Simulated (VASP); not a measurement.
## KI: single point with PBE

The system is KI.

```
CELL_PARAMETERS angstrom
0.00000 3.54244 3.54244
3.54244 0.00000 3.54244
3.54244 3.54244 0.00000
ATOMIC_POSITIONS crystal
K 0.00000 0.00000 0.00000
I 0.50000 0.50000 0.50000
```

```yaml
Program: VASP 6.6.1
Task: single point
Functional: PBE
Potentials_or_basis: VASP PAW PBE potentials, release 64 (K_sv, I)
Cutoff: 500 eV
k_mesh: 1 × 1 × 1
Occupations: gaussian, width 0.1 eV
Spin: no spin polarisation
Dipole_correction: no
Further_INCAR_settings: ALGO = Normal; EDIFF = 1e-06; NBANDS = 15
```

The pressure is 11.3 GPa and the band gap on the k mesh is 3.25 eV.

Levels at points of the mesh, in eV from the valence-band top:
```csv
k point,band 5,band 6,band 7,band 8,band 9,band 10,band 11,band 12
"(0.00, 0.00, 0.00)",-10.23,0.00,0.00,0.00,3.25,5.64,5.64,5.64
```

It took 6.3 s on 1 thread of Intel(R) Xeon(R) Platinum 8488C (Sapphire Rapids), on a shared host, peak memory 0.22 GiB.

Caveat: the k points lie up to 1.54 Å⁻¹ apart; spin-orbit coupling is left out, which moves the levels of the heavy elements. A k mesh can miss the band edges.
